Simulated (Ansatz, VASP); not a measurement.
One calculation of WSe2, two programs

POSCAR

```
WSe2
1.0
    3.3104015815      0.0000000000      0.0000000000
   -1.6552007907      2.8668918663      0.0000000000
    0.0000000000      0.0000000000      7.2130040201
W Se
1 2
Direct
    0.0000000000      0.0000000000      0.0000000000
    0.3333333333      0.6666666667      0.2303823983
    0.3333333333      0.6666666667      0.7696176017
```

INCAR.step1

```
SYSTEM = WSe2
PREC = Accurate
ENCUT = 520
ISMEAR = 0
SIGMA = 0.01
LREAL = .False.
LASPH = .True.
NELM = 100
NBANDS = 20
GGA = PE
ALGO = Normal
EDIFF = 1E-4
LWAVE = .True.
LCHARG = .False.
```

File INCAR.step2:

```
SYSTEM = WSe2
PREC = Accurate
ENCUT = 520
EDIFF = 1E-6
ISMEAR = 0
SIGMA = 0.01
LREAL = .False.
LASPH = .True.
NELM = 100
ALGO = Normal
ISIF = 2
LWAVE = .False.
LCHARG = .True.
METAGGA = R2SCAN
LMIXTAU = .True.
LELF = .True.
LVHAR = .True.
NBANDS = 20
ISTART = 1
```

KPOINTS

```
regular mesh
0
Gamma
  12 12 4
  0 0 0
```

Input for Ansatz:

```yaml
crystal:
  lattice:
    - [3.3104015815, 0.0, 0.0]
    - [-1.6552007907, 2.8668918663, 0.0]
    - [0.0, 0.0, 7.2130040201]
  atoms:
    - { symbol: W, position: [0.0, 0.0, 0.0] }
    - { symbol: Se, position: [0.3333333333, 0.6666666667, 0.2303823983] }
    - { symbol: Se, position: [0.3333333333, 0.6666666667, 0.7696176017] }
kpoints:
  mp_grid: { grid: [12, 12, 4] }
  band_path:
    path:
      - [0.0, 0.0, 0.0]
      - [0.5, 0.0, 0.0]
      - [0.3333333333, 0.3333333333, 0.0]
      - [0.0, 0.0, 0.5]
      - [0.5, 0.0, 0.5]
      - [0.3333333333, 0.3333333333, 0.5]
      - [0.174479, 0.177083, 0.0]
    npoints: 1
hamiltonian:
  xc: r2scan
scf:
  occupations: { method: fixed }
  n_extra_bands: 4
output:
  forces: true
  stress: true
  eigenvalues: true
  write_density: true
  write_potential: true
  elf: true
  volumetric_format: npy
```

Change from the starting cell: hydrostatic strain +0.4%.

Alike in both runs: task single point; functional r2SCAN; k mesh 12 × 12 × 4; no spin polarisation.

|  | VASP | Ansatz |
| --- | --- | --- |
| version | VASP 6.6.1 | Ansatz 0.2.0 |
| potentials or method | VASP PAW PBE potentials, release 64 (W_sv, Se) | plane waves, PAW |
| plane-wave cutoff (eV) | 520 | 500 |
| occupations | gaussian, width 0.01 eV | fixed |
| valence electrons in the cell | 26 | 46 |

VASP gave:

```
gap on the k mesh at the Fermi level (eV)                     : 1.50
pressure (GPa)                                                : 0.8
traceless stress, the component that is largest in VASP (GPa) : 0.36
rms of the force components (eV/Å)                            : 0.011
```

Problem. Which values does Ansatz return?

Solution. gap on the k mesh at the Fermi level (eV): 1.50; pressure (GPa): 0.5; traceless stress, the component that is largest in VASP (GPa): 0.33; rms of the force components (eV/Å): 0.010.

VASP's potentials were made for PBE, not for r2SCAN. Atom by atom the forces differ by 0.021 eV/Å (rms over components). VASP's potentials hold 26 valence electrons a cell and Ansatz's 46, so a difference there can come from the potentials and not from the codes.

Neither program's run includes spin-orbit coupling.
